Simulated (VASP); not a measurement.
# Ta6Si: relaxation of the atoms with PBE

System: Ta6Si, a slab with vacuum.

```xyz
7
Lattice="4.6937 0.0000 0.0000 -2.3469 4.0649 0.0000 0.0000 0.0000 19.9882" Properties=species:S:1:pos:R:3 pbc="T T T"
Ta    2.3469    1.3550    4.0000
Ta    0.0000    2.7099    4.9581
Ta    0.0000    0.0000    5.9162
Ta    2.3469    1.3550    6.7997
Ta    0.0000    2.7099    7.6349
Ta    0.0000    0.0000    8.4882
Si    0.0000    0.0000   11.3082
```

```yaml
Program: VASP 6.6.1
Task: relaxation of the atoms
Functional: PBE
Potentials_or_basis: VASP PAW PBE potentials, release 64 (Ta_pv, Si)
Cutoff: 520 eV
k_mesh: 6 × 6 × 1
Occupations: gaussian, width 0.1 eV
Spin: no spin polarisation
Dipole_correction: yes
Atoms_held_fixed_from_0: "[0, 1, 2, 3, 4, 5]"
Further_INCAR_settings: ALGO = Normal; EDIFF = 1e-06; IBRION = 2; EDIFFG = -0.025; NSW = 36
Atoms_held_along_some_axes_from_0: atom 6 along a and b
```

```yaml
Energy_gained_by_relaxing: 31.5 meV/atom
Ionic_steps: 5
Band_gap_on_the_k_mesh: zero (bands 35 and 36 overlap by 0.05 eV)
```

The path:
| step | energy change (eV) | largest force on free atoms (eV/Å) | pressure (GPa) |
| --- | --- | --- | --- |
| 1 | 0.0000 | 1.2877 | -2.37 |
| 2 | -0.0751 | 1.1232 | -2.28 |
| 3 | -0.2145 | 0.2728 | -1.87 |
| 4 | -0.2188 | 0.1435 | -1.69 |
| 5 | -0.2202 | 0.0081 | -1.76 |

Final structure:
```cif
data_structure
_symmetry_space_group_name_H-M 'P 1'
_symmetry_Int_Tables_number 1
_cell_length_a 4.6937
_cell_length_b 4.6937
_cell_length_c 19.9882
_cell_angle_alpha 90.000
_cell_angle_beta 90.000
_cell_angle_gamma 120.000
_cell_volume 381.36
loop_
_atom_site_label
_atom_site_type_symbol
_atom_site_fract_x
_atom_site_fract_y
_atom_site_fract_z
_atom_site_occupancy
Ta1 Ta 0.66667 0.33333 0.20012 1
Ta2 Ta 0.33333 0.66667 0.24805 1
Ta3 Ta 0.00000 0.00000 0.29599 1
Ta4 Ta 0.66667 0.33333 0.34018 1
Ta5 Ta 0.33333 0.66667 0.38197 1
Ta6 Ta 0.00000 0.00000 0.42466 1
Si1 Si 0.00000 0.00000 0.55135 1
```

Levels at points of the mesh, in eV from the Fermi level:
| k point | band 31 | band 32 | band 33 | band 34 | band 35 | band 36 | band 37 | band 38 | band 39 | band 40 |
| --- | --- | --- | --- | --- | --- | --- | --- | --- | --- | --- |
| (0.00, 0.00, 0.00) | -0.78 | -0.78 | -0.65 | -0.29 | -0.29 | 0.28 | 0.34 | 0.34 | 0.73 | 0.73 |
| (0.50, 0.00, 0.00) | -1.15 | -0.82 | -0.73 | -0.38 | -0.19 | 0.02 | 0.38 | 0.78 | 1.11 | 1.17 |

It took 7.9 min on 1 thread of Intel(R) Xeon(R) Platinum 8488C (Sapphire Rapids), with other jobs on the host, peak memory 0.52 GiB.

Caveat: spin-orbit coupling is left out, which moves the levels of the heavy elements.
